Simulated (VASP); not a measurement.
# Mn (Fm-3m) in VASP: further runs

Mn is run at these levels: PBE; tasks: single point.

Program: VASP 6.6.1. These are calculated values, not measurements. Logs are shortened: lines on timing, memory, paths and dates and some standing lists are left out, and cuts for length are marked.

### 1 The cell of the first run

It takes space group Fm-3m (No. 225, cubic). Conventional cell: a = 3.654 Å, b = 3.654 Å, c = 3.654 Å, α = 90.00°, β = 90.00°, γ = 90.00°. Mn (site symmetry m-3m) has 12 Mn at 2.58 Å within 3.4 Å.

This isn't the form of Mn at room conditions, which is a 58-atom cubic cell.

### 2 Single point, PBE, collinear spin, ferromagnetic start

INCAR

```
SYSTEM = Mn
ALGO = Normal
EDIFF = 1E-6
ENCUT = 520
GGA = PE
ISIF = 2
ISMEAR = 0
ISPIN = 2
LASPH = .TRUE.
LCHARG = .TRUE.
LELF = .TRUE.
LMAXMIX = 4
LORBIT = 11
LREAL = .FALSE.
LVHAR = .TRUE.
LWAVE = .FALSE.
MAGMOM = 3.5
NBANDS = 16
NELM = 150
PREC = Accurate
SIGMA = 0.05
```

KPOINTS

```
k-points
0
G
  10 10 10
  0 0 0
```

POSCAR

```
Mn
1.0
    0.0000000000      1.8271482587      1.8271482587
    1.8271482587      0.0000000000      1.8271482587
    1.8271482587      1.8271482587      0.0000000000
Mn
1
Direct
    0.0000000000      0.0000000000      0.0000000000
```

Potentials or basis: VASP PAW PBE potentials, release 64 (Mn_pv).

Command:

```bash
$ cat potpaw_PBE.64/Mn_pv/POTCAR > POTCAR
$ mpirun -np 1 vasp_std > vasp.out
```

OUTCAR:

```text
SYSTEM = Mn
   EDIFF = 1E-6
   ENCUT = 520
   GGA = PE
   ISIF = 2
   ISMEAR = 0
   ISPIN = 2
   LASPH = .TRUE.
   LORBIT = 11
   LREAL = .FALSE.
   NELM = 150
   PREC = Accurate

 ion  position               nearest neighbor table
   1  0.000  0.000  0.000-

  LATTYP: Found a face centered cubic cell.
 ALAT       =     3.6542965174

  Lattice vectors:

 A1 = (   0.0000000000,   1.8271482587,   1.8271482587)
 A2 = (   1.8271482587,   0.0000000000,   1.8271482587)
 A3 = (   1.8271482587,   1.8271482587,   0.0000000000)

Analysis of symmetry for initial positions (statically):
=====================================================================
 Subroutine PRICEL returns:
 Original cell was already a primitive cell.

 Routine SETGRP: Setting up the symmetry group for a
 face centered cubic supercell.

 Subroutine GETGRP returns: Found 48 space group operations
 (whereof 48 operations were pure point group operations)
 out of a pool of 48 trial point group operations.

The static configuration has the point symmetry O_h .

Analysis of symmetry for dynamics (positions and initial velocities):
=====================================================================
 Subroutine PRICEL returns:
 Original cell was already a primitive cell.

 Routine SETGRP: Setting up the symmetry group for a
 face centered cubic supercell.

 Subroutine GETGRP returns: Found 48 space group operations
 (whereof 48 operations were pure point group operations)
 out of a pool of 48 trial point group operations.

The dynamic configuration has the point symmetry O_h .

Analysis of structural, dynamic, and magnetic symmetry:
=====================================================================
 Subroutine PRICEL returns:
 Original cell was already a primitive cell.

 Routine SETGRP: Setting up the symmetry group for a
 face centered cubic supercell.

 Subroutine GETGRP returns: Found 48 space group operations
 (whereof 48 operations were pure point group operations)
 out of a pool of 48 trial point group operations.

The overall configuration has the point symmetry O_h .

 Subroutine INISYM returns: Found 48 space group operations
 (whereof 48 operations are pure point group operations),
 and found     1 'primitive' translations

----------------------------------------------------------------------------------------

                                     Primitive cell

  volume of cell :      12.1998

  direct lattice vectors                    reciprocal lattice vectors
     0.000000000  1.827148259  1.827148259    -0.273650481  0.273650481  0.273650481
     1.827148259  0.000000000  1.827148259     0.273650481 -0.273650481  0.273650481
     1.827148259  1.827148259  0.000000000     0.273650481  0.273650481 -0.273650481

  length of vectors
     2.583977848  2.583977848  2.583977848     0.473976537  0.473976537  0.473976537

  position of ions in fractional coordinates (direct lattice)
     0.000000000  0.000000000  0.000000000

  ion indices of the primitive-cell ions
   primitive index   ion index
                 1           1

----------------------------------------------------------------------------------------

 KPOINTS: k-points

Automatic generation of k-mesh.
 Grid dimensions read from file:
 generate k-points for:   10   10   10

 Generating k-lattice:

  Cartesian coordinates                     Fractional coordinates (reciprocal lattice)
    -0.027365048  0.027365048  0.027365048     0.100000000  0.000000000  0.000000000
     0.027365048 -0.027365048  0.027365048     0.000000000  0.100000000  0.000000000
     0.027365048  0.027365048 -0.027365048     0.000000000  0.000000000  0.100000000

  Length of vectors
     0.047397654  0.047397654  0.047397654

  Shift w.r.t. Gamma in fractional coordinates (k-lattice)
     0.000000000  0.000000000  0.000000000

 Subroutine IBZKPT returns following result:
 ===========================================

 Found     47 irreducible k-points:

 Following reciprocal coordinates:
            Coordinates               Weight
  0.000000  0.000000  0.000000      1.000000
  0.100000  0.000000  0.000000      8.000000
  0.200000  0.000000  0.000000      8.000000
  0.300000  0.000000  0.000000      8.000000
  0.400000  0.000000  0.000000      8.000000
  0.500000  0.000000  0.000000      4.000000
[... 16 lines left out ...]
  0.300000  0.300000  0.000000      6.000000
  0.400000  0.300000  0.000000     24.000000
 [... further k-points ...]
   k-points           NKPTS =     47   k-points in BZ     NKDIM =     47   number of bands    NBANDS=     16
   number of dos      NEDOS =    301   number of ions     NIONS =      1
   total plane-waves  NPLWV =   8000
   dimension x,y,z NGX =    20 NGY =   20 NGZ =   20
   dimension x,y,z NGXF=    40 NGYF=   40 NGZF=   40
   ions per type =               1
   NGX,Y,Z   is equivalent  to a cutoff of  12.87, 12.87, 12.87 a.u.
   NGXF,Y,Z  is equivalent  to a cutoff of  25.73, 25.73, 25.73 a.u.
 SYSTEM =  Mn
   PREC   = accura    normal or accurate (medium, high low for compatibility)
   ISTART =      0    job   : 0-new  1-cont  2-samecut
   ICHARG =      2    charge: 1-file 2-atom 10-const
   ISPIN  =      2    spin polarized calculation?
   LNONCOLLINEAR =      F non collinear calculations
   LSORBIT =      F    spin-orbit coupling
   LASPH  =      T    aspherical Exc in radial PAW
   ENCUT  =  520.0 eV  38.22 Ry    6.18 a.u.   4.80  4.80  4.80*2*pi/ulx,y,z
   NELM   =    150;   NELMIN=  2; NELMDL= -5     # of ELM steps
   EDIFF  = 0.1E-05   stopping-criterion for ELM
   LREAL  =      F    real-space projection
   EDIFFG = 0.1E-04   stopping-criterion for IOM
   NSW    =      0    number of steps for IOM
   IBRION =     -1    ionic relax: 0-MD 1-quasi-New 2-CG
   NFREE  =      0    steps in history (QN), initial steepest desc. (CG)
   ISIF   =      2    stress and relaxation
   ISYM   =      2    0-nonsym 1-usesym 2-fastsym
   POTIM  = 0.5000    time-step for ionic-motion
   TEBEG  =    0.0;   TEEND  =   0.0 temperature during run
   PSTRESS=    0.0 pullay stress
   NELECT =      13.0000    total number of electrons
   NUPDOWN=      -1.0000    fix difference up-down
   EMIN   =  10.00;   EMAX   =-10.00  energy-range for DOS
   EFERMI =   0.00;   METHOD = LEGACY
   ISMEAR =     0;   SIGMA  =   0.05  broadening in eV -4-tet -1-fermi 0-gaus
   EFERMI_NEDOS =   21; number of points for ismear=-14 and -15
   IALGO  =     38    algorithm
   IMIX   =      4    mixing-type and parameters
     AMIX     =   0.40;   BMIX     =  1.00
     AMIX_MAG =   1.60;   BMIX_MAG =  1.00
  volume/ion in A,a.u.               =      12.20        82.33
  Fermi-wavevector in a.u.,A,eV,Ry     =   1.672138  3.159883 38.042516  2.796046
  Thomas-Fermi vector in A             =   2.757338
   LORBIT       =     11    0 simple, 1 ext, 2 COOP (PROOUT), +10 PAW based schemes
   GGA     = PE    functional components
   LHFCALC =     F    Hartree Fock is set to
   AEXX    =    0.0000 exact exchange contribution
   IVDW    =     0    specifies the selected vdW correction
   LEPSILON=     F    determine dielectric tensor
   LRPA    =     F    only Hartree local field effects (RPA)
 spin polarized calculation
 Gauss-broadening in eV      SIGMA  =   0.05
  energy-cutoff  :      520.00
  volume of cell :       12.20
 maximum number of plane-waves:       342
   NGX =  9   NGY =  9   NGZ =  9

 number of electron      13.0000007 magnetization       0.1353355

 Free energy of the ion-electron system (eV)
  ---------------------------------------------------
  ext. energy  EPLUGINS =         0.00000000
  ---------------------------------------------------
  free energy    TOTEN  =        -8.78368470 eV

  energy without entropy =       -8.78113717  energy(sigma->0) =       -8.78241094

 E-fermi :   8.7458     XC(G=0): -13.2730

 val. band max:        8.7407116622   @ k =  -0.2000   0.2000   0.0000
 cond. band min:       8.7607015101   @ k =  -0.4000   0.3000   0.1000
 fundamental gap:      0.0199898479
 Fermi energy:         8.7457813726

 spin component 1

 k-point     1 :       0.0000    0.0000    0.0000
  band No.  band energies     occupation
      1     -39.0266      1.00000
      2     -39.0266      1.00000
      3     -39.0266      1.00000
      4       1.0545      1.00000
      5       7.7886      1.00000
      6       7.7886      1.00000
[... 8 lines left out ...]
     15      38.5366      0.00000
     16      38.5366      0.00000

 k-point     2 :       0.1000    0.0000    0.0000
  band No.  band energies     occupation
      1     -39.0748      1.00000
      2     -39.0330      1.00000
      3     -39.0330      1.00000
      4       1.4318      1.00000
      5       7.6486      1.00000
      6       7.8915      1.00000
[... 8 lines left out ...]
     15      38.8248      0.00000
     16      38.8248      0.00000
[... 387 lines left out ...]
      5       6.2042      1.00000
      6       8.4352      1.00000
[... 8 lines left out ...]
     15      40.4395      0.00000
     16      45.6646      0.00000

 k-point    24 :       0.4000    0.3000    0.0000
  band No.  band energies     occupation
      1     -39.4021      1.00000
      2     -39.1791      1.00000
      3     -39.1637      1.00000
      4       4.9211      1.00000
      5       5.9912      1.00000
      6       8.4459      1.00000
[... 8 lines left out ...]
     15      40.4406      0.00000
     16      45.3687      0.00000

 [... further k-points ...]

 spin component 2

 k-point     1 :       0.0000    0.0000    0.0000
  band No.  band energies     occupation
      1     -38.8761      1.00000
      2     -38.8761      1.00000
      3     -38.8761      1.00000
      4       1.0765      1.00000
      5       7.8659      1.00000
      6       7.8659      1.00000
[... 8 lines left out ...]
     15      38.5641      0.00000
     16      38.5641      0.00000

 k-point     2 :       0.1000    0.0000    0.0000
  band No.  band energies     occupation
      1     -38.9246      1.00000
      2     -38.8825      1.00000
      3     -38.8825      1.00000
      4       1.4540      1.00000
      5       7.7240      1.00000
      6       7.9701      1.00000
[... 8 lines left out ...]
     15      38.8515      0.00000
     16      38.8515      0.00000
[... 387 lines left out ...]
      5       6.2689      1.00000
      6       8.5810      1.00000
[... 8 lines left out ...]
     15      40.6529      0.00000
     16      45.6843      0.00000

 k-point    24 :       0.4000    0.3000    0.0000
  band No.  band energies     occupation
      1     -39.2539      1.00000
      2     -39.0294      1.00000
      3     -39.0139      1.00000
      4       5.0211      1.00000
      5       6.0545      1.00000
      6       8.5384      1.00000
[... 8 lines left out ...]
     15      40.6524      0.00000
     16      45.3969      0.00000

 [... further k-points ...]

------------------------ aborting loop because EDIFF is reached ----------------------------------------

  FORCE on cell =-STRESS in cart. coord.  units (eV):
  Direction    XX          YY          ZZ          XY          YZ          ZX
  --------------------------------------------------------------------------------------
  -------------------------------------------------------------------------------------
  Total       -2.0294205     -2.0294205     -2.0294205     -0.0000000     -0.0000000      0.0000000
  in kB     -266.5208962   -266.5208962   -266.5208962     -0.0000000     -0.0000000      0.0000000
  external PRESSURE =    -266.5208962 kB  Pullay stress =       0.0000000 kB

 VOLUME and BASIS-vectors are now :
 -----------------------------------------------------------------------------
  energy-cutoff  :      520.00
  volume of cell :       12.20
      direct lattice vectors                 reciprocal lattice vectors
     0.000000000  1.827148259  1.827148259    -0.273650481  0.273650481  0.273650481
     1.827148259  0.000000000  1.827148259     0.273650481 -0.273650481  0.273650481
     1.827148259  1.827148259  0.000000000     0.273650481  0.273650481 -0.273650481

 POSITION                                       TOTAL-FORCE (eV/Angst)
 -----------------------------------------------------------------------------------
      0.00000      0.00000      0.00000         0.000000     -0.000000      0.000000
 -----------------------------------------------------------------------------------
    total drift:                                0.000000      0.000000      0.000000

  FREE ENERGIE OF THE ION-ELECTRON SYSTEM (eV)
  ---------------------------------------------------
  free  energy   TOTEN  =        -8.7836847035 eV

  energy  without entropy=       -8.7811371705  energy(sigma->0) =       -8.78241094

 total charge

# of ion       s       p       d       tot
------------------------------------------
    1        0.381   6.329   5.043  11.752

 magnetization (x)

# of ion       s       p       d       tot
------------------------------------------
    1       -0.000  -0.001   0.137   0.136
```

Run time: 24 s. Hardware: 1 thread of Intel Xeon Platinum 8488C (Sapphire Rapids), shared host; peak memory 0.14 GiB.

What came out:

```yaml
Free_energy: -8.7837 eV
Pressure: -26.7 GPa
Net_moment: 0.14 μB per cell
Site_moments: Mn +0.14 μB
Valence_electrons_inside_the_program's_atomic_spheres: Mn 11.75
```

Caveat: the cell stands under tension.

### 3 Single point, PBE, non-collinear spin, typed start, spin-orbit coupling (10.74 Å³/atom)

This run uses another cell than the first one, of 10.74 Å³/atom.

INCAR

```
ALGO     = Fast           # electronic algorithm
EDIFF    = 1E-7           # SCF threshold, eV
ENCUT    = 520            # plane-wave cutoff, eV
GGA      = PE             # functional
GGA_COMPAT= F            
ISIF     = 2              # what is computed and relaxed
ISMEAR   = 0              # smearing method
LASPH    = T              # aspherical terms in the spheres
LCHARG   = T              # write CHGCAR
LMAXMIX  = 4              # l up to which the mixer works
LORBIT   = 11             # projections on sites
LORBMOM  = T            
LREAL    = F              # projectors in reciprocal space
LSORBIT  = T              # spin-orbit coupling
LVHAR    = T            
LWAVE    = F              # write WAVECAR
MAGMOM   = 0 0 0.08       # initial moments
NBANDS   = 24             # bands
NELM     = 150            # most SCF steps
PREC     = Accurate       # precision mode
SIGMA    = 0.05           # smearing width, eV
```

KPOINTS

```
k-points
0
Gamma
  20 20 20
```

POSCAR

```
Mn
1.0
    0.0000000000      1.7513795219      1.7513795219
    1.7513795219      0.0000000000      1.7513795219
    1.7513795219      1.7513795219      0.0000000000
Mn
1
Direct
    0.0000000000      0.0000000000      0.0000000000
```

Potentials or basis: VASP PAW PBE potentials, release 64 (Mn_pv).

Command:

```bash
$ cat potpaw_PBE.64/Mn_pv/POTCAR > POTCAR
$ mpirun -np 1 vasp_ncl > vasp.out
```

OUTCAR:

```text
EDIFF = 1E-7
   ENCUT = 520
   GGA = PE
   ISIF = 2
   ISMEAR = 0
   LASPH = T
   LORBIT = 11
   LREAL = F
   LSORBIT = T
   NELM = 150
   PREC = Accurate

 ion  position               nearest neighbor table
   1  0.000  0.000  0.000-

  LATTYP: Found a face centered cubic cell.
 ALAT       =     3.5027590438

  Lattice vectors:

 A1 = (   0.0000000000,   1.7513795219,   1.7513795219)
 A2 = (   1.7513795219,   0.0000000000,   1.7513795219)
 A3 = (   1.7513795219,   1.7513795219,   0.0000000000)

Analysis of symmetry for initial positions (statically):
[... 896 lines left out ...]
 ----------------------------------------
  1        -0.000   0.002   0.002
 ----------------------------------------
           -0.000   0.002   0.002

 Spin-Orbit-Coupling matrix elements

 Ion:    1  E_soc:     -0.0297050
 l=   1
     0.0000000    -0.0035902    -0.0035902
    -0.0035902     0.0000000    -0.0035902
    -0.0035902    -0.0035902     0.0000000
 l=   2
     0.0000000    -0.0002414     0.0000000    -0.0002414    -0.0011207
    -0.0002414     0.0000000    -0.0008391    -0.0002411    -0.0002797
     0.0000000    -0.0008391     0.0000000    -0.0008391     0.0000000
    -0.0002414    -0.0002411    -0.0008391     0.0000000    -0.0002797
    -0.0011207    -0.0002797     0.0000000    -0.0002797     0.0000000
 l=   3
     0.0000000     0.0000000     0.0000000     0.0000000     0.0000000     0.0000000     0.0000000
     0.0000000     0.0000000     0.0000000     0.0000000     0.0000000     0.0000000     0.0000000
     0.0000000     0.0000000     0.0000000     0.0000000     0.0000000     0.0000000     0.0000000
     0.0000000     0.0000000     0.0000000     0.0000000     0.0000000     0.0000000     0.0000000
     0.0000000     0.0000000     0.0000000     0.0000000     0.0000000     0.0000000     0.0000000
     0.0000000     0.0000000     0.0000000     0.0000000     0.0000000     0.0000000     0.0000000
     0.0000000     0.0000000     0.0000000     0.0000000     0.0000000     0.0000000     0.0000000

 total charge

# of ion       s       p       d       tot
------------------------------------------
    1        0.427   6.405   5.150  11.983

 magnetization (x)

# of ion       s       p       d       tot
------------------------------------------
    1        0.000   0.000   0.000   0.000

 magnetization (y)

# of ion       s       p       d       tot
------------------------------------------
    1        0.000   0.000   0.000   0.000

 magnetization (z)

# of ion       s       p       d       tot
------------------------------------------
    1        0.000   0.001   0.083   0.084
```

stdout:

```text
POSCAR found type information on POSCAR Mn
 POSCAR found :  1 types and       1 ions
 scaLAPACK will be used
 LDA part: xc-table for (Slater+PW92), standard interpolation
 POSCAR, INCAR and KPOINTS ok, starting setup
 FFT: planning ... GRIDC
 FFT: planning ... GRID_SOFT
 FFT: planning ... GRID
 WAVECAR not read
 entering main loop
WARNING in EDDRMM: call to ZHEGV failed, returncode =   8  4     23
WARNING in EDDRMM: call to ZHEGV failed, returncode =   6  3     23
WARNING in EDDRMM: call to ZHEGV failed, returncode =   6  3     23
WARNING in EDDRMM: call to ZHEGV failed, returncode =   6  3     24
WARNING in EDDRMM: call to ZHEGV failed, returncode =   6  3     24
WARNING in EDDRMM: call to ZHEGV failed, returncode =   6  3     22
 num prob WARNING in EDDRMM: call to ZHEGV failed, returncode =   8  4     22
```

It took 16 min on 1 thread of Intel Xeon Platinum 8488C (Sapphire Rapids), shared host; peak memory 0.45 GiB.

Results:

```yaml
Free_energy: -8.9315 eV
Pressure: -0.1 GPa
Net_moment: 0.09 μB per cell
Valence_electrons_inside_the_program's_atomic_spheres: Mn 11.98
```

Moments on the atoms (μB; x, y, z):
```
Mn  0.00 0.00 0.08
```
